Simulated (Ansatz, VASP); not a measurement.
# GaSb: VASP beside Ansatz

File INCAR:

```
ALGO     = Normal         # electronic algorithm
EDIFF    = 1E-7           # SCF threshold, eV
EDIFFG   = -0.001         # ionic threshold
ENCUT    = 600            # plane-wave cutoff, eV
GGA      = CA             # functional
IBRION   = 2              # ionic algorithm
ISIF     = 3              # what is computed and relaxed
ISMEAR   = -1             # smearing method
LASPH    = True           # aspherical terms in the spheres
LCHARG   = False          # write CHGCAR
LREAL    = False          # projectors in reciprocal space
LWAVE    = False          # write WAVECAR
NELM     = 80             # most SCF steps
NSW      = 80             # ionic steps
PREC     = Accurate       # precision mode
SIGMA    = 0.15           # smearing width, eV
```

File KPOINTS:

```
k-points
0
Gamma
  12 12 12
```

File POSCAR:

```
GaSb
1.0
    0.0000000000      3.0250672251      3.0250672251
    3.0250672251      0.0000000000      3.0250672251
    3.0250672251      3.0250672251      0.0000000000
Ga Sb
1 1
Direct
    0.0000000000      0.0000000000      0.0000000000
    0.7500000000      0.7500000000      0.7500000000
```

Input for Ansatz:

```yaml
crystal:
  lattice:
    - [0.0, 3.0250672253, 3.0250672253]
    - [3.0250672253, 0.0, 3.0250672253]
    - [3.0250672253, 3.0250672253, 0.0]
  atoms:
    - { symbol: Ga, position: [0.0, 0.0, 0.0] }
    - { symbol: Sb, position: [0.75, 0.75, 0.75] }
basis:
  ecutwfc: 420
kpoints:
  mp_grid: { grid: [12, 12, 12] }
hamiltonian:
  xc: lda
scf:
  occupations: { method: fermi_dirac, width: 0.15 }
output:
  forces: true
  stress: true
  eigenvalues: true
relax:
  adjacent_minimum: "off"
  f_tol: 0.001
  max_steps: 60
  cell: { stress_tol: 0.01 }
```

Alike in both runs: task relaxation of cell and atoms; functional LDA; k mesh 12 × 12 × 12; occupations fermi-dirac, width 0.15 eV; no spin polarisation.

|  | VASP | Ansatz |
| --- | --- | --- |
| version | VASP 6.6.1 | Ansatz 0.2.0 |
| potentials or method | VASP PAW LDA potentials, release 64 (Ga_d, Sb), cutoff 600 eV | scalar-relativistic, plane waves, PAW |
| valence electrons in the cell | 18 | 28 |

|  | VASP | Ansatz | Ansatz less VASP |
| --- | --- | --- | --- |
| gap on the k mesh at the Fermi level, each at its own relaxed structure (eV) | none | none | - |
| relaxed volume (Å³/atom) | 27.78 | 27.68 | -0.096 |
| relaxed cell length with the largest relative difference (Å) | 4.283 | 4.278 | -0.0049 |

LDA's correlation is that of Perdew and Zunger in VASP and of Perdew and Wang (1992) in Ansatz. A gap of «none» marks a metal or a gap that the smearing closes. VASP's potentials hold 18 valence electrons a cell and Ansatz's 28, so a difference there can come from the potentials and not from the codes.

Neither program's run includes spin-orbit coupling.
